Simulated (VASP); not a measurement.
# Sn (P6_3/mmc) in VASP: single point with PBE

Aim: the single point of Sn with PBE.

Program: VASP 6.6.1. These are calculated values, not measurements. Logs are shortened: lines on timing, memory, paths and dates and some standing lists are left out, and cuts for length are marked.

### Step 1. The cell of the first run

Symmetry: P6_3/mmc, No. 194, hexagonal system. The conventional cell has a = 3.396 Å, b = 3.396 Å, c = 5.545 Å, α = 90.00°, β = 90.00°, γ = 120.00°. Sn (site symmetry -6m2) has 12 Sn at 3.40 Å within 4.5 Å.

### Step 2. Single point, PBE

Input file INCAR:

```
ALGO = Normal
EDIFF = 1E-7
ENCUT = 520
GGA = PE
ISIF = 2
ISMEAR = -1
LASPH = T
LCHARG = F
LREAL = F
LWAVE = F
NBANDS = 21
NELM = 60
PREC = Accurate
SIGMA = 0.1
```

Input file KPOINTS:

```
k-points
0
Gamma
  11 11 6
```

Input file POSCAR:

```
Sn
1.0
    1.6979840000      2.9409920000      0.0000000000
   -1.6979840000      2.9409920000      0.0000000000
    0.0000000000      0.0000000000      5.5451970000
Sn
2
Direct
    0.3333300000      0.3333400000      0.2500000000
    0.6666600000      0.6666700000      0.7500000000
```

Potentials or basis: VASP PAW PBE potentials, release 64 (Sn_d).

Command:

```bash
$ cat potpaw_PBE.64/Sn_d/POTCAR > POTCAR
$ mpirun -np 1 vasp_std > vasp.out
```

OUTCAR:

```text
EDIFF = 1E-7
   ENCUT = 520
   GGA = PE
   ISIF = 2
   ISMEAR = -1
   LASPH = T
   LREAL = F
   NELM = 60
   PREC = Accurate

 ion  position               nearest neighbor table
   1  0.333  0.333  0.250-   2 3.40   2 3.40   2 3.40   2 3.40   2 3.40   2 3.40
   2  0.667  0.667  0.750-   1 3.40   1 3.40   1 3.40   1 3.40   1 3.40   1 3.40

  LATTYP: Found a hexagonal cell.
 ALAT       =     3.3959657843
 C/A-ratio  =     1.6328777591

  Lattice vectors:

 A1 = (   1.6979840000,  -2.9409920000,   0.0000000000)
 A2 = (   1.6979840000,   2.9409920000,   0.0000000000)
 A3 = (   0.0000000000,   0.0000000000,   5.5451970000)

Analysis of symmetry for initial positions (statically):
=====================================================================
 Subroutine PRICEL returns:
 Original cell was already a primitive cell.

 Routine SETGRP: Setting up the symmetry group for a
 hexagonal supercell.

 Subroutine GETGRP returns: Found  8 space group operations
 (whereof  2 operations were pure point group operations)
 out of a pool of 24 trial point group operations.

The static configuration has the point symmetry C_2 .
 The point group associated with its full space group is D_2h.

Analysis of symmetry for dynamics (positions and initial velocities):
=====================================================================
 Subroutine PRICEL returns:
 Original cell was already a primitive cell.

 Routine SETGRP: Setting up the symmetry group for a
 hexagonal supercell.

 Subroutine GETGRP returns: Found  8 space group operations
 (whereof  2 operations were pure point group operations)
 out of a pool of 24 trial point group operations.

The dynamic configuration has the point symmetry C_2 .
 The point group associated with its full space group is D_2h.

 Subroutine INISYM returns: Found  8 space group operations
 (whereof  2 operations are pure point group operations),
 and found     1 'primitive' translations

----------------------------------------------------------------------------------------

                                     Primitive cell

  volume of cell :      55.3827

  direct lattice vectors                    reciprocal lattice vectors
     1.697984000  2.940992000  0.000000000     0.294466850  0.170010663  0.000000000
    -1.697984000  2.940992000  0.000000000    -0.294466850  0.170010663  0.000000000
     0.000000000  0.000000000  5.545197000     0.000000000  0.000000000  0.180336244

  length of vectors
     3.395965784  3.395965784  5.545197000     0.340021104  0.340021104  0.180336244

  position of ions in fractional coordinates (direct lattice)
     0.333330000  0.333340000  0.250000000
     0.666660000  0.666670000  0.750000000

  ion indices of the primitive-cell ions
   primitive index   ion index
                 1           1
                 2           2

----------------------------------------------------------------------------------------

 KPOINTS: k-points

Automatic generation of k-mesh.
 Grid dimensions read from file:
 generate k-points for:   11   11    6

 Generating k-lattice:

  Cartesian coordinates                     Fractional coordinates (reciprocal lattice)
     0.026769714  0.015455515  0.000000000     0.090909091 -0.000000000  0.000000000
    -0.026769714  0.015455515  0.000000000    -0.000000000  0.090909091  0.000000000
     0.000000000  0.000000000  0.030056041     0.000000000  0.000000000  0.166666667

  Length of vectors
     0.030911009  0.030911009  0.030056041

  Shift w.r.t. Gamma in fractional coordinates (k-lattice)
     0.000000000  0.000000000  0.000000000

 Subroutine IBZKPT returns following result:
 ===========================================

 Found    144 irreducible k-points:

 Following reciprocal coordinates:
            Coordinates               Weight
  0.000000  0.000000  0.000000      1.000000
  0.090909 -0.000000  0.000000      4.000000
  0.090909  0.090909  0.000000      2.000000
  0.181818  0.000000  0.000000      4.000000
  0.181818  0.181818  0.000000      2.000000
  0.272727  0.000000  0.000000      4.000000
[... 16 lines left out ...]
 -0.454545  0.090909  0.000000      4.000000
  0.454545 -0.454545  0.000000      2.000000
 [... further k-points ...]
   k-points           NKPTS =    144   k-points in BZ     NKDIM =    144   number of bands    NBANDS=     21
   number of dos      NEDOS =    301   number of ions     NIONS =      2
   total plane-waves  NPLWV =  32928
   dimension x,y,z NGX =    28 NGY =   28 NGZ =   42
   dimension x,y,z NGXF=    56 NGYF=   56 NGZF=   84
   ions per type =               2
   NGX,Y,Z   is equivalent  to a cutoff of  13.71, 13.71, 12.59 a.u.
   NGXF,Y,Z  is equivalent  to a cutoff of  27.41, 27.41, 25.18 a.u.
 SYSTEM =  unknown system
   PREC   = accura    normal or accurate (medium, high low for compatibility)
   ISTART =      0    job   : 0-new  1-cont  2-samecut
   ICHARG =      2    charge: 1-file 2-atom 10-const
   ISPIN  =      1    spin polarized calculation?
   LNONCOLLINEAR =      F non collinear calculations
   LSORBIT =      F    spin-orbit coupling
   LASPH  =      T    aspherical Exc in radial PAW
   ENCUT  =  520.0 eV  38.22 Ry    6.18 a.u.   6.31  6.31 10.31*2*pi/ulx,y,z
   NELM   =     60;   NELMIN=  2; NELMDL= -5     # of ELM steps
   EDIFF  = 0.1E-06   stopping-criterion for ELM
   LREAL  =      F    real-space projection
   EDIFFG = 0.1E-05   stopping-criterion for IOM
   NSW    =      0    number of steps for IOM
   IBRION =     -1    ionic relax: 0-MD 1-quasi-New 2-CG
   NFREE  =      0    steps in history (QN), initial steepest desc. (CG)
   ISIF   =      2    stress and relaxation
   ISYM   =      2    0-nonsym 1-usesym 2-fastsym
   POTIM  = 0.5000    time-step for ionic-motion
   TEBEG  =    0.0;   TEEND  =   0.0 temperature during run
   PSTRESS=    0.0 pullay stress
   NELECT =      28.0000    total number of electrons
   NUPDOWN=      -1.0000    fix difference up-down
   EMIN   =  10.00;   EMAX   =-10.00  energy-range for DOS
   EFERMI =   0.00;   METHOD = LEGACY
   ISMEAR =    -1;   SIGMA  =   0.10  broadening in eV -4-tet -1-fermi 0-gaus
   EFERMI_NEDOS =   21; number of points for ismear=-14 and -15
   IALGO  =     38    algorithm
   IMIX   =      4    mixing-type and parameters
     AMIX     =   0.40;   BMIX     =  1.00
     AMIX_MAG =   1.60;   BMIX_MAG =  1.00
  volume/ion in A,a.u.               =      27.69       186.87
  Fermi-wavevector in a.u.,A,eV,Ry     =   1.304175  2.464534 23.141792  1.700874
  Thomas-Fermi vector in A             =   2.435129
   LORBIT       =      0    0 simple, 1 ext, 2 COOP (PROOUT), +10 PAW based schemes
   GGA     = PE    functional components
   LHFCALC =     F    Hartree Fock is set to
   AEXX    =    0.0000 exact exchange contribution
   IVDW    =     0    specifies the selected vdW correction
   LEPSILON=     F    determine dielectric tensor
   LRPA    =     F    only Hartree local field effects (RPA)
 non-spin polarized calculation
  energy-cutoff  :      520.00
  volume of cell :       55.38
 maximum number of plane-waves:      1520
 NGX is ok and might be reduce to    28
   NGX = 13   NGY = 13   NGZ = 21

 number of electron      28.0000005 magnetization

 Free energy of the ion-electron system (eV)
  ---------------------------------------------------
  ext. energy  EPLUGINS =         0.00000000
  ---------------------------------------------------
  free energy    TOTEN  =        -7.60791410 eV

  energy without entropy =       -7.57477607  energy(sigma->0) =       -7.59134509

 E-fermi :   7.8813     XC(G=0): -10.2792

 val. band max:        7.8695773830   @ k =  -0.1818   0.3636   0.0000
 cond. band min:       7.9003095182   @ k =   0.3636   0.0909   0.3333
 fundamental gap:      0.0307321352
 Fermi energy:         7.8813483795

 k-point     1 :       0.0000    0.0000    0.0000
  band No.  band energies     occupation
      1     -13.6500      2.00000
      2     -13.6484      2.00000
      3     -13.6419      2.00000
      4     -13.6419      2.00000
      5     -13.6320      2.00000
      6     -13.6320      2.00000
[... 13 lines left out ...]
     20      17.6338      0.00000
     21      19.6384      0.00000

 k-point     2 :       0.0909   -0.0000    0.0000
  band No.  band energies     occupation
      1     -13.6576      2.00000
      2     -13.6463      2.00000
      3     -13.6340      2.00000
      4     -13.6316      2.00000
      5     -13.6249      2.00000
      6     -13.6219      2.00000
[... 13 lines left out ...]
     20      18.1086      0.00000
     21      19.0621      0.00000

 k-point     3 :       0.0909    0.0909    0.0000
  band No.  band energies     occupation
      1     -13.6576      2.00000
      2     -13.6463      2.00000
      3     -13.6340      2.00000
      4     -13.6316      2.00000
      5     -13.6249      2.00000
      6     -13.6219      2.00000
[... 13 lines left out ...]
     20      18.1086      0.00000
     21      19.0622      0.00000

 k-point     4 :       0.1818    0.0000    0.0000
  band No.  band energies     occupation
      1     -13.6750      2.00000
      2     -13.6391      2.00000
      3     -13.6259      2.00000
      4     -13.6198      2.00000
      5     -13.6157      2.00000
      6     -13.6040      2.00000
[... 13 lines left out ...]
     20      17.8350      0.00000
     21      18.9106      0.00000

 k-point     5 :       0.1818    0.1818    0.0000
  band No.  band energies     occupation
      1     -13.6750      2.00000
      2     -13.6391      2.00000
      3     -13.6258      2.00000
      4     -13.6198      2.00000
      5     -13.6157      2.00000
      6     -13.6040      2.00000
[... 13 lines left out ...]
     20      17.8350      0.00000
     21      18.9105      0.00000
[... 382 lines left out ...]
     20      15.3870      0.00000
     21      19.4331      0.00000

 k-point    22 :      -0.0909    0.3636    0.0000
  band No.  band energies     occupation
      1     -13.7061      2.00000
      2     -13.6673      2.00000
      3     -13.6404      2.00000
      4     -13.6360      2.00000
      5     -13.5817      2.00000
      6     -13.5774      2.00000
[... 13 lines left out ...]
     20      15.3870      0.00000
     21      19.4331      0.00000

 k-point    23 :      -0.4545    0.0909    0.0000
  band No.  band energies     occupation
      1     -13.7108      2.00000
      2     -13.6734      2.00000
      3     -13.6415      2.00000
      4     -13.6376      2.00000
      5     -13.5822      2.00000
      6     -13.5732      2.00000
[... 13 lines left out ...]
     20      15.2361      0.00000
     21      19.3668      0.00000

 k-point    24 :       0.4545   -0.4545    0.0000
  band No.  band energies     occupation
      1     -13.7108      2.00000
      2     -13.6734      2.00000
      3     -13.6415      2.00000
      4     -13.6376      2.00000
      5     -13.5822      2.00000
      6     -13.5732      2.00000
[... 13 lines left out ...]
     20      15.2361      0.00000
     21      19.3668      0.00000

 [... further k-points ...]
[... 5 lines left out ...]
  --------------------------------------------------------------------------------------
  -------------------------------------------------------------------------------------
  Total       -0.1694530     -0.1694069      0.3497177      0.0000000      0.0000000      0.0000000
  in kB       -4.9021382     -4.9008026     10.1170480      0.0000000      0.0000000      0.0000000
  external PRESSURE =       0.1047024 kB  Pullay stress =       0.0000000 kB

 VOLUME and BASIS-vectors are now :
 -----------------------------------------------------------------------------
  energy-cutoff  :      520.00
  volume of cell :       55.38
      direct lattice vectors                 reciprocal lattice vectors
     1.697984000  2.940992000  0.000000000     0.294466850  0.170010663  0.000000000
    -1.697984000  2.940992000  0.000000000    -0.294466850  0.170010663  0.000000000
     0.000000000  0.000000000  5.545197000     0.000000000  0.000000000  0.180336244

 POSITION                                       TOTAL-FORCE (eV/Angst)
 -----------------------------------------------------------------------------------
     -0.00002      1.96067      1.38630         0.000000     -0.000003      0.000000
     -0.00002      3.92131      4.15890         0.000000      0.000003     -0.000000
 -----------------------------------------------------------------------------------
    total drift:                               -0.000000     -0.000000     -0.000000

  FREE ENERGIE OF THE ION-ELECTRON SYSTEM (eV)
  ---------------------------------------------------
  free  energy   TOTEN  =        -7.6079141039 eV

  energy  without entropy=       -7.5747760699  energy(sigma->0) =       -7.59134509
```

It took 2.5 min on 1 thread of Intel Xeon Platinum 8259CL at 2.50GHz (Skylake/Cascade Lake), shared host; peak memory 0.27 GiB.

What came out:

| Property | Result |
| --- | --- |
| Free energy | -7.6079 eV |
| Pressure | 0.0 GPa |
| Band gap on the k mesh | zero (band 14 reaches 13.63 eV, above the bottom of band 15 at 5.91 eV) |

Levels at points of the mesh, in eV from the Fermi level:
```
           k point  band 11  band 12  band 13  band 14  band 15  band 16  band 17  band 18
(0.00, 0.00, 0.00)   -10.97    -6.74    -4.50     5.64     5.64     7.36     7.36     7.71
(0.00, 0.00, 0.50)    -9.70    -9.70     0.98     0.98     6.53     6.53     6.53     6.53
```

Caveat: spin-orbit coupling is left out, which moves the levels of the heavy elements.
